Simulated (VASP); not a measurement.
A run of VASP 6.6.1 is set up as follows.

Contents of INCAR:

```
SYSTEM = Al2Cu
  PREC = Accurate
  ENCUT = 520
  EDIFF = 1E-6
  ISMEAR = 0
  SIGMA = 0.15
  LREAL = .FALSE.
  LASPH = .TRUE.
  NELM = 80
  ALGO = Fast
  ISIF = 2
  LWAVE = .FALSE.
  LCHARG = .FALSE.
  GGA = PS
  NBANDS = 16
```

The input KPOINTS:

```
regular mesh
0
G
  10 10 14
  0 0 0
```

Contents of POSCAR:

```
Al2Cu
1.0
    4.0366268726      0.0000000000      0.0000000000
    0.0000000000      4.0366268726      0.0000000000
    0.0000000000      0.0000000000      2.9122037200
Al Cu
2 1
Direct
    0.5049764728      0.0000000000      0.5000000000
   -0.0726456654      0.5000000000      0.5000000000
    0.0287322400      0.0000000000      0.0000000000
```

Potentials or basis: VASP PAW PBE potentials, release 64 (Al, Cu).

Launch:

```console
$ cat potpaw_PBE.64/Al/POTCAR potpaw_PBE.64/Cu/POTCAR > POTCAR
$ mpirun -np 1 vasp_std > vasp.out
```

Question: Estimate the pressure.

Answer: 1.5 GPa.

Question: Predict the largest force.

Answer: 0.867 eV/Å.

Forces in eV/Å, atoms in the order of the input:
```
Al  -0.197  0.000  0.000
Al   0.867  0.000  0.000
Cu  -0.670  0.000  0.000
```

Caveat: the cell differs from its parent crystal (mode 4 frozen in at -0.297 Å, strain +e along z and -e/2 along x and y +0.0233); the PAW data sets were made with another functional, which shifts forces and pressure a little.
